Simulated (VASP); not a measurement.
Input of a VASP 6.6.1 run:

File INCAR:

```
SYSTEM = SrTiO3
ALGO = Normal
EDIFF = 1E-8
ENCUT = 520
ISIF = 2
ISMEAR = 0
LASPH = .TRUE.
LCALCEPS = .TRUE.
LCHARG = .FALSE.
LMIXTAU = .TRUE.
LREAL = .FALSE.
LWAVE = .FALSE.
METAGGA = R2SCAN
NELM = 80
PREC = Accurate
SIGMA = 0.01
```

File KPOINTS:

```
k-points
0
G
  6 6 6
  0 0 0
```

File POSCAR:

```
SrTiO3
1.0
    3.7896459565      0.0000000000      0.0000000000
    0.0000000000      3.7896459565      0.0000000000
    0.0000000000      0.0000000000      3.7896459565
Sr Ti O
1 1 3
Direct
    0.0000000000      0.0000000000      0.0000000000
    0.5000000000      0.5000000000      0.5000000000
    0.5000000000      0.5000000000      0.0000000000
    0.5000000000      0.0000000000      0.5000000000
    0.0000000000      0.5000000000      0.5000000000
```

Potentials or basis: VASP PAW PBE potentials, release 64 (Sr_sv, Ti_sv, O).

The run is started by

```console
$ cat potpaw_PBE.64/Sr_sv/POTCAR potpaw_PBE.64/Ti_sv/POTCAR potpaw_PBE.64/O/POTCAR > POTCAR
$ mpirun -np 1 vasp_std > vasp.out
```

**Question.** What does it give for the electronic dielectric tensor (diagonal)?

**Answer.** 5.49.

**Question.** What does it give for the Born charges (mean of the diagonal)?

**Answer.** Sr +2.54; Ti +7.06; O -3.20 e.

**Question.** Predict the band gap on the k mesh.

**Answer.** 2.47 eV (least direct gap 2.78 eV).

Dipole moments of the cell (e·Å, modulo the quantum): ionic -45.476, -45.476, -45.476; electronic 0.000, 0.000, 0.014

Caveat: the cell differs from its parent crystal (strain -3.0%). A k mesh can miss the band edges.
